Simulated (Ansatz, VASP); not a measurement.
## Tl: VASP beside Ansatz

```
Tl
1.0
     3.28309    0.00000    0.00000
    -1.64155    2.84324    0.00000
     0.00000    0.00000    5.74583
Tl
2
Direct
  0.33333 0.66667 0.25000
  0.66667 0.33333 0.75000
```

Alike in both runs: task single point; functional PBE; k mesh 15 × 15 × 8; occupations gaussian, width 0.1 eV; no spin polarisation.

|  | VASP | Ansatz |
| --- | --- | --- |
| version | VASP 6.6.1 | Ansatz 0.2.0 |
| potentials or method | VASP PAW PBE potentials, release 64 (Tl_d), cutoff 520 eV | scalar-relativistic, plane waves, PAW |
| valence electrons in the cell | 26 | 26 |

|  | VASP | Ansatz | Ansatz less VASP |
| --- | --- | --- | --- |
| gap on the k mesh at the Fermi level (eV) | none | none | - |
| pressure (GPa) | 6.4 | 6.4 | +0.07 |
| traceless stress, the component that is largest in VASP (GPa) | -2.42 | -2.42 | +0.002 |

A gap of «none» marks a metal or a gap that the smearing closes.

Neither program's run includes spin-orbit coupling.
